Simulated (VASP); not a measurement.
# Ta3Ga (Pm-3m) in VASP: notebook

Ta3Ga is run at these levels: PBE; tasks: single point, relaxation of cell and atoms.

All numbers are computed with VASP 6.6.1; they aren't measurements. Logs are shortened: lines on timing, memory, paths and dates and some standing lists are left out, and cuts for length are marked.

## Step 1: The cell of the first run

Symmetry: Pm-3m, No. 221, cubic system. Conventional cell: a = 4.124 Å, b = 4.124 Å, c = 4.124 Å, α = 90.00°, β = 90.00°, γ = 90.00°. Within 3.8 Å of Ta (site symmetry 4/mmm) lie 8 Ta at 2.92 Å and 4 Ga at 2.92 Å. Ga (site symmetry m-3m) has 12 Ta at 2.92 Å within 3.8 Å.

## Step 2: Single point, PBE

INCAR

```
PREC = Accurate ; ENCUT = 520
EDIFF = 1E-7 ; ISMEAR = 0
SIGMA = 0.1 ; LREAL = False
LASPH = True ; NELM = 100
ALGO = Normal ; ISIF = 2
LWAVE = False ; LCHARG = True
GGA = PE ; LELF = True
LVHAR = True ; NBANDS = 31
```

KPOINTS

```
regular mesh
0
Gamma
  4 4 4
```

POSCAR

```
Ta3Ga
1.0
    4.1236237777      0.0000000000      0.0000000000
    0.0000000000      4.1236237777      0.0000000000
    0.0000000000      0.0000000000      4.1236237777
Ta Ga
3 1
Direct
    0.0000000000      0.5000000000      0.5000000000
    0.5000000000      0.0000000000      0.5000000000
    0.5000000000      0.5000000000      0.0000000000
    0.0000000000      0.0000000000      0.0000000000
```

Potentials or basis: VASP PAW PBE potentials, release 64 (Ta_pv, Ga_d).

On the command line:

```console
$ cat potpaw_PBE.64/Ta_pv/POTCAR potpaw_PBE.64/Ga_d/POTCAR > POTCAR
$ mpirun -np 1 vasp_std > vasp.out
```

OUTCAR:

```text
PREC = Accurate
   ENCUT = 520
   EDIFF = 1E-7
   ISMEAR = 0
   LREAL = False
   LASPH = True
   NELM = 100
   ISIF = 2
   GGA = PE

 ion  position               nearest neighbor table
   1  0.000  0.500  0.500-   2 2.92   3 2.92   4 2.92   3 2.92   4 2.92   2 2.92   4 2.92   4 2.92
                             2 2.92   3 2.92   3 2.92   2 2.92
   2  0.500  0.000  0.500-   1 2.92   3 2.92   4 2.92   3 2.92   4 2.92   1 2.92   3 2.92   3 2.92
                             1 2.92   4 2.92   4 2.92   1 2.92
   3  0.500  0.500  0.000-   1 2.92   2 2.92   4 2.92   1 2.92   2 2.92   2 2.92   4 2.92   2 2.92
                             1 2.92   4 2.92   1 2.92   4 2.92
   4  0.000  0.000  0.000-   1 2.92   2 2.92   3 2.92   1 2.92   2 2.92   1 2.92   3 2.92   1 2.92
                             2 2.92   3 2.92   2 2.92   3 2.92

  LATTYP: Found a simple cubic cell.
 ALAT       =     4.1236237777

  Lattice vectors:

 A1 = (   4.1236237777,   0.0000000000,   0.0000000000)
 A2 = (   0.0000000000,   4.1236237777,   0.0000000000)
 A3 = (   0.0000000000,   0.0000000000,   4.1236237777)

Analysis of symmetry for initial positions (statically):
=====================================================================
 Subroutine PRICEL returns:
 Original cell was already a primitive cell.

 Routine SETGRP: Setting up the symmetry group for a
 simple cubic supercell.

 Subroutine GETGRP returns: Found 48 space group operations
 (whereof 48 operations were pure point group operations)
 out of a pool of 48 trial point group operations.

The static configuration has the point symmetry O_h .

Analysis of symmetry for dynamics (positions and initial velocities):
=====================================================================
 Subroutine PRICEL returns:
 Original cell was already a primitive cell.

 Routine SETGRP: Setting up the symmetry group for a
 simple cubic supercell.

 Subroutine GETGRP returns: Found 48 space group operations
 (whereof 48 operations were pure point group operations)
 out of a pool of 48 trial point group operations.

The dynamic configuration has the point symmetry O_h .

 Subroutine INISYM returns: Found 48 space group operations
 (whereof 48 operations are pure point group operations),
 and found     1 'primitive' translations

----------------------------------------------------------------------------------------

                                     Primitive cell

  volume of cell :      70.1192

[... 76 lines left out ...]
   NELM   =    100;   NELMIN=  2; NELMDL= -5     # of ELM steps
   EDIFF  = 0.1E-06   stopping-criterion for ELM
   LREAL  =      F    real-space projection
   EDIFFG = 0.1E-05   stopping-criterion for IOM
   NSW    =      0    number of steps for IOM
   IBRION =     -1    ionic relax: 0-MD 1-quasi-New 2-CG
   NFREE  =      0    steps in history (QN), initial steepest desc. (CG)
   ISIF   =      2    stress and relaxation
   ISYM   =      2    0-nonsym 1-usesym 2-fastsym
   POTIM  = 0.5000    time-step for ionic-motion
   TEBEG  =    0.0;   TEEND  =   0.0 temperature during run
   PSTRESS=    0.0 pullay stress
   NELECT =      46.0000    total number of electrons
   NUPDOWN=      -1.0000    fix difference up-down
   EMIN   =  10.00;   EMAX   =-10.00  energy-range for DOS
   EFERMI =   0.00;   METHOD = LEGACY
   ISMEAR =     0;   SIGMA  =   0.10  broadening in eV -4-tet -1-fermi 0-gaus
   EFERMI_NEDOS =   21; number of points for ismear=-14 and -15
   IALGO  =     38    algorithm
   IMIX   =      4    mixing-type and parameters
     AMIX     =   0.40;   BMIX     =  1.00
     AMIX_MAG =   1.60;   BMIX_MAG =  1.00
  volume/ion in A,a.u.               =      17.53       118.30
  Fermi-wavevector in a.u.,A,eV,Ry     =   1.422487  2.688111 27.530983  2.023470
  Thomas-Fermi vector in A             =   2.543186
   LORBIT       =      0    0 simple, 1 ext, 2 COOP (PROOUT), +10 PAW based schemes
   GGA     = PE    functional components
   LHFCALC =     F    Hartree Fock is set to
   AEXX    =    0.0000 exact exchange contribution
   IVDW    =     0    specifies the selected vdW correction
   LEPSILON=     F    determine dielectric tensor
   LRPA    =     F    only Hartree local field effects (RPA)
 non-spin polarized calculation
 Gauss-broadening in eV      SIGMA  =   0.10
  energy-cutoff  :      520.00
  volume of cell :       70.12
 maximum number of plane-waves:      1924
 NGX is ok and might be reduce to    32
   NGX = 15   NGY = 15   NGZ = 15

 number of electron      46.0000000 magnetization

 Free energy of the ion-electron system (eV)
  ---------------------------------------------------
  ext. energy  EPLUGINS =         0.00000000
  ---------------------------------------------------
  free energy    TOTEN  =       -38.44438976 eV

  energy without entropy =      -38.41244698  energy(sigma->0) =      -38.42841837

 E-fermi :   6.1797     XC(G=0): -12.4487

 val. band max:        6.0428108284   @ k =   0.2500   0.0000   0.0000
 cond. band min:       6.1952779884   @ k =   0.5000   0.0000   0.0000
 fundamental gap:      0.1524671600
 Fermi energy:         6.1796807380

 k-point     1 :       0.0000    0.0000    0.0000
  band No.  band energies     occupation
      1     -28.4246      2.00000
      2     -28.4246      2.00000
      3     -28.4246      2.00000
      4     -27.9532      2.00000
      5     -27.9532      2.00000
      6     -27.9532      2.00000
[... 329 lines left out ...]
     30       9.2674      0.00000
     31      10.7799      0.00000

------------------------ aborting loop because EDIFF is reached ----------------------------------------

  FORCE on cell =-STRESS in cart. coord.  units (eV):
  Direction    XX          YY          ZZ          XY          YZ          ZX
  --------------------------------------------------------------------------------------
  -------------------------------------------------------------------------------------
  Total        0.0351273      0.0351273      0.0351273     -0.0000000      0.0000000     -0.0000000
  in kB        0.8026364      0.8026364      0.8026364     -0.0000000      0.0000000     -0.0000000
  external PRESSURE =       0.8026364 kB  Pullay stress =       0.0000000 kB

 VOLUME and BASIS-vectors are now :
 -----------------------------------------------------------------------------
  energy-cutoff  :      520.00
  volume of cell :       70.12
      direct lattice vectors                 reciprocal lattice vectors
     4.123623778  0.000000000  0.000000000     0.242505149  0.000000000  0.000000000
     0.000000000  4.123623778  0.000000000     0.000000000  0.242505149  0.000000000
     0.000000000  0.000000000  4.123623778     0.000000000  0.000000000  0.242505149

 POSITION                                       TOTAL-FORCE (eV/Angst)
 -----------------------------------------------------------------------------------
      0.00000      2.06181      2.06181         0.000000      0.000000      0.000000
      2.06181      0.00000      2.06181         0.000000      0.000000      0.000000
      2.06181      2.06181      0.00000         0.000000      0.000000      0.000000
      0.00000      0.00000      0.00000         0.000000      0.000000      0.000000
 -----------------------------------------------------------------------------------
    total drift:                                0.000000     -0.000000     -0.000000

  FREE ENERGIE OF THE ION-ELECTRON SYSTEM (eV)
  ---------------------------------------------------
  free  energy   TOTEN  =       -38.4443897610 eV

  energy  without entropy=      -38.4124469763  energy(sigma->0) =      -38.42841837
```

Wall time 34 s (1 thread of Intel Xeon 8259CL, shared host); peak memory 0.18 GiB.

What came out:

```
Free energy            : -38.4444 eV
Pressure               : 0.1 GPa
Band gap on the k mesh : zero (bands 23 and 24 overlap by 0.79 eV)
```

Caveat: the k points lie up to 0.38 Å⁻¹ apart, too coarse for converged energies and pressures of a metal; spin-orbit coupling is left out, which moves the levels of the heavy elements.

## Step 3: Relaxation of cell and atoms, PBE

This run uses another cell than the first one, of 16.52 Å³/atom.

INCAR

```
SYSTEM = Ta3Ga
PREC = Accurate
ENCUT = 600
EDIFF = 1E-6
ISMEAR = 0
SIGMA = 0.1
LREAL = .FALSE.
LASPH = .TRUE.
NELM = 60
ALGO = Normal
ISIF = 3
LWAVE = .FALSE.
LCHARG = .FALSE.
GGA = PE
IBRION = 2
NSW = 90
EDIFFG = -0.04
```

KPOINTS

```
Automatic mesh
0
G
  4 4 4
  0 0 0
```

POSCAR

```
Ta3Ga
1.0
    4.0428276306      0.0000000000      0.0000000000
    0.0000000000      4.0428276306      0.0000000000
    0.0000000000      0.0000000000      4.0428276306
Ta Ga
3 1
Direct
    0.0000000000      0.5000000000      0.5000000000
    0.5000000000      0.0000000000      0.5000000000
    0.5000000000      0.5000000000      0.0000000000
    0.0000000000      0.0000000000      0.0000000000
```

Potentials or basis: VASP PAW PBE potentials, release 64 (Ta_pv, Ga_d).

On the command line:

```console
$ cat potpaw_PBE.64/Ta_pv/POTCAR potpaw_PBE.64/Ga_d/POTCAR > POTCAR
$ mpirun -np 1 vasp_std > vasp.out
```

Wall time 89 s (1 thread of Intel Xeon 8259CL, shared host); peak memory 0.2 GiB.

The run converged. Its results:

* Free energy: -38.4441 eV
* Relaxed volume: 17.54 Å³/atom
* Relaxed cell: a = 4.124 Å, b = 4.124 Å, c = 4.124 Å, α = 90.00°, β = 90.00°, γ = 90.00°
* Space group after relaxing (to 0.1 Å): Pm-3m (No. 221)
* Energy gained by relaxing: 36.4 meV/atom
* Ionic steps: 4
* Pressure after relaxing: 0.1 GPa
* Band gap on the k mesh: zero (bands 23 and 24 overlap by 0.79 eV)

Step by step:
```csv
step,energy change (eV),largest force (eV/Å),pressure (GPa),volume (Å³)
1,0.0000,0.0000,12.01,66.08
2,0.3282,0.0000,-16.23,78.64
3,-0.1453,0.0000,-0.41,70.30
4,-0.1455,0.0000,0.12,70.15
```

Final structure:
```yaml
crystal:
  lattice:
    - [4.12420, 0.00000, 0.00000]
    - [0.00000, 4.12420, 0.00000]
    - [0.00000, 0.00000, 4.12420]
  atoms:
    - { symbol: Ta, position: [0.00000, 0.50000, 0.50000] }
    - { symbol: Ta, position: [0.50000, 0.00000, 0.50000] }
    - { symbol: Ta, position: [0.50000, 0.50000, 0.00000] }
    - { symbol: Ga, position: [0.00000, 0.00000, 0.00000] }
```

Levels at points of the mesh, in eV from the Fermi level:
| k point | band 18 | band 19 | band 20 | band 21 | band 22 | band 23 | band 24 | band 25 | band 26 | band 27 |
| --- | --- | --- | --- | --- | --- | --- | --- | --- | --- | --- |
| (0.00, 0.00, 0.00) | -3.15 | -2.66 | -2.66 | -2.66 | 0.49 | 0.49 | 0.49 | 2.13 | 2.13 | 2.13 |
| (0.50, 0.00, 0.00) | -2.50 | -2.50 | -2.09 | -1.04 | 0.02 | 0.02 | 0.41 | 0.82 | 1.25 | 2.12 |
| (0.50, 0.50, 0.00) | -2.99 | -2.52 | -1.39 | -1.39 | -1.28 | 0.19 | 0.19 | 1.03 | 1.68 | 1.68 |
| (0.50, 0.50, 0.50) | -3.92 | -1.56 | -1.56 | -1.56 | 0.05 | 0.05 | 0.05 | 1.02 | 1.79 | 1.79 |

Caveat: the k points lie up to 0.38 Å⁻¹ apart in the final cell, too coarse for converged energies and pressures of a metal; spin-orbit coupling is left out, which moves the levels of the heavy elements.

## Step 4: Single point, PBE

This run uses another cell than the first one, of 17.47 Å³/atom.

INCAR

```
SYSTEM = Ta3Ga
PREC = Accurate
ENCUT = 520
EDIFF = 1E-6
ISMEAR = 0
SIGMA = 0.1
LREAL = .False.
LASPH = .True.
NELM = 80
ALGO = Fast
ISIF = 2
LWAVE = .False.
LCHARG = .False.
GGA = PE
NBANDS = 31
```

KPOINTS

```
Automatic mesh
0
Gamma
  12 12 12
  0 0 0
```

POSCAR

```
Ta3Ga
1.0
    4.1185839120      0.0000000000      0.0000000000
    0.0000000000      4.1185839120      0.0000000000
    0.0000000000      0.0000000000      4.1185839120
Ta Ga
3 1
Direct
    0.0000000000      0.5000000000      0.5000000000
    0.5000000000      0.0000000000      0.5000000000
    0.5000000000      0.5000000000      0.0000000000
    0.0000000000      0.0000000000      0.0000000000
```

On the command line:

```console
$ cat potpaw_PBE.64/Ta_pv/POTCAR potpaw_PBE.64/Ga_d/POTCAR > POTCAR
$ mpirun -np 1 vasp_std > vasp.out
```

It took 4.9 min on 1 thread of Intel Xeon 8259CL, shared host; peak memory 0.29 GiB.

Results (log left out):

```yaml
Free_energy: -38.4871 eV
Pressure: 0.1 GPa
Band_gap_on_the_k_mesh: zero (bands 23 and 24 overlap by 0.85 eV)
```

Levels at points of the mesh, in eV from the Fermi level:
```
           k point  band 20  band 21  band 22  band 23  band 24  band 25  band 26  band 27
(0.00, 0.00, 0.00)    -2.59    -2.59     0.54     0.54     0.54     2.21     2.21     2.21
(0.50, 0.00, 0.00)    -2.02    -0.99     0.10     0.10     0.47     0.89     1.35     2.21
(0.50, 0.50, 0.00)    -1.32    -1.32    -1.20     0.28     0.28     1.10     1.76     1.76
(0.50, 0.50, 0.50)    -1.52    -1.52     0.12     0.12     0.12     1.11     1.87     1.87
```

Caveat: spin-orbit coupling is left out, which moves the levels of the heavy elements.

## Step 5: The runs side by side

```tsv
task	cell	k mesh	cutoff (eV)	gap on the mesh (eV)	pressure (GPa)
single point	a = 4.124 Å, 4 atoms	4 × 4 × 4	520	none	0.1
relaxation of cell and atoms	relaxed from a = 4.043 Å, 4 atoms	4 × 4 × 4	600	none	0.1
single point	a = 4.119 Å, 4 atoms	12 × 12 × 12	520	none	0.1
```

Alike in all rows: level PBE; potentials or basis VASP PAW PBE potentials, release 64 (Ta_pv, Ga_d); no spin polarisation; smearing gaussian 0.1 eV.

Caveats: some runs use coarse meshes; spin-orbit coupling is left out, which moves the levels of the heavy elements.

Total energies depend on the potentials used, so only differences within one code and one set of settings carry meaning.
